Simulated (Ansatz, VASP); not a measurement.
## Two plane-wave programs on CaS

```
Ca S
1.0
     0.00000    2.84300    2.84300
     2.84300    0.00000    2.84300
     2.84300    2.84300    0.00000
Ca S
1 1
Direct
  0.00000 0.00000 0.00000
  0.50000 0.50000 0.50000
```

Alike in both runs: task single point; functional PBE; k mesh 8 × 8 × 8; occupations gaussian, width 0.02 eV; no spin polarisation.

```csv
,VASP,Ansatz
version,VASP 6.6.1,Ansatz 0.2.0
potentials or method,"VASP PAW PBE potentials, release 64 (Ca_sv, S), cutoff 500 eV","scalar-relativistic, plane waves, PAW"
valence electrons in the cell,16,16
```

VASP gave:

| Item | Value |
| --- | --- |
| gap on the k mesh at the Fermi level (eV) | 2.35 |
| least direct gap on the mesh (eV) | 3.16 |
| pressure (GPa) | 1.0 |

Problem. Which values does Ansatz return?

Solution. gap on the k mesh at the Fermi level (eV): 2.35; least direct gap on the mesh (eV): 3.16; pressure (GPa): 0.8.
